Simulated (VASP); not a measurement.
Write the native input for VASP 6.6.1 that does the following.

```yaml
Task: single point
Functional: PBE
Potentials_or_basis: VASP PAW PBE potentials, release 64 (As)
Cutoff: 500 eV
k_mesh: 6 × 6 × 6
Occupations: methfessel-paxton, width 0.0062 eV
Spin: no spin polarisation
Dipole_correction: no
Further_INCAR_settings: ALGO = Normal; EDIFF = 1e-06; NBANDS = 12
```

The structure of As lies in POSCAR:

```
As
1.0
    1.8797494575      1.0852738553      3.4857700000
   -1.8797494575      1.0852738553      3.4857700000
    0.0000000000     -2.1705477106      3.4857700000
As
2
Direct
    0.2275400000      0.2275400000      0.2275400000
    0.7724600000      0.7724600000      0.7724600000
```

The input as run:

INCAR

```
SYSTEM = As
ALGO = Normal ; EDIFF = 1E-6
ENCUT = 500 ; GGA = PE
GGA_COMPAT = .FALSE. ; ISIF = 2
ISMEAR = 1 ; LASPH = .TRUE.
LCHARG = .TRUE. ; LELF = .TRUE.
LREAL = .FALSE. ; LVHAR = .TRUE.
LWAVE = .FALSE. ; NBANDS = 12
NELM = 120 ; PREC = Accurate
SIGMA = 0.0062
```

KPOINTS

```
k-points
0
G
  6 6 6
  0 0 0
```

Potentials or basis: VASP PAW PBE potentials, release 64 (As).

Command:

```console
$ cat potpaw_PBE.64/As/POTCAR > POTCAR
$ mpirun -np 1 vasp_std > vasp.out
```

It gave:

* Pressure: 3.8 GPa
* Largest force: 0.163 eV/Å
* Band gap on the k mesh: zero (band 5 reaches 5.59 eV, above the bottom of band 6 at 5.25 eV)

Wall time 19 s on 1 thread of Intel(R) Xeon(R) Platinum 8375C CPU @ 2.90GHz (Ice Lake), with other jobs on the host, peak memory 0.16 GiB.
